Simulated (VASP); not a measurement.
Wanted: the native input for a VASP 6.6.1 run.

```
Task                   : single point
Functional             : PBE
Potentials or basis    : VASP PAW PBE potentials, release 64 (Zn, Sb, C)
Cutoff                 : 520 eV
k mesh                 : 6 × 6 × 6
Occupations            : fermi-dirac, width 0.02 eV
Spin                   : no spin polarisation
Dipole correction      : no
Further INCAR settings : ALGO = Normal; EDIFF = 1e-07; NBANDS = 36
```

The structure of ZnSb2C lies in POSCAR:

```
ZnSb2C
1.0
   -2.8352664757      2.8352664757      5.3222793505
    2.8352664757     -2.8352664757      5.3222793505
    2.8352664757      2.8352664757     -5.3222793505
Zn Sb C
2 4 2
Direct
    0.0000000000      0.0000000000      0.0000000000
    0.7500000000      0.2500000000      0.5000000000
    0.3750000000      0.4259059750      0.5509059750
    0.1759059750      0.6250000000      0.0509059750
    0.8750000000      0.8240940250      0.4490940250
    0.5740940250      0.1250000000     -0.0509059750
    0.5000000000      0.5000000000      0.0000000000
    0.2500000000      0.7500000000      0.5000000000
```

These files were run (other wordings do the same):

INCAR

```
  PREC = Accurate
  ENCUT = 520
  EDIFF = 1E-7
  ISMEAR = -1
  SIGMA = 0.02
  LREAL = F
  LASPH = T
  NELM = 100
  ALGO = Normal
  ISIF = 2
  LWAVE = F
  LCHARG = F
  GGA = PE
  NBANDS = 36
```

KPOINTS

```
Automatic mesh
0
Gamma
  6 6 6
```

Potentials or basis: VASP PAW PBE potentials, release 64 (Zn, Sb, C).

Command:

```bash
$ cat potpaw_PBE.64/Zn/POTCAR potpaw_PBE.64/Sb/POTCAR potpaw_PBE.64/C/POTCAR > POTCAR
$ mpirun -np 1 vasp_std > vasp.out
```

It gave:

The pressure is 2.1 GPa, the largest force is 0.067 eV/Å and the band gap on the k mesh is 0.14 eV.

Caveat: spin-orbit coupling is left out, which moves the levels of the heavy elements.

It took 3.5 min on 1 thread of AMD EPYC 9R45 96-Core Processor (Zen 5), with other jobs on the host, peak memory 0.4 GiB.
